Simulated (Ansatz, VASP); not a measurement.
Two plane-wave programs on As

```
CELL_PARAMETERS angstrom
3.13044 0.00000 0.00000
-1.56522 2.71104 0.00000
0.00000 0.00000 5.08088
ATOMIC_POSITIONS crystal
As 0.33333 0.66667 0.25000
As 0.66667 0.33333 0.75000
```

Alike in both runs: task single point; functional r2SCAN; k mesh 6 × 6 × 4; occupations gaussian, width 0.1 eV; no spin polarisation.

```csv
,VASP,Ansatz
version,VASP 6.6.1,Ansatz 0.2.0
potentials or method,"VASP PAW PBE potentials, release 64 (As), cutoff 520 eV","scalar-relativistic, plane waves, PAW"
valence electrons in the cell,10,30
```

```csv
,VASP,Ansatz,Ansatz less VASP
gap on the k mesh at the Fermi level (eV),none,none,-
pressure (GPa),-8.5,-8.4,+0.14
"traceless stress, the component that is largest in VASP (GPa)",3.87,3.90,+0.030
```

VASP's potentials were made for PBE, not for r2SCAN. A gap of «none» marks a metal or a gap that the smearing closes. VASP's potentials hold 10 valence electrons a cell and Ansatz's 30, so a difference there can come from the potentials and not from the codes.

The k mesh is coarse, so the values compare programs but aren't converged.
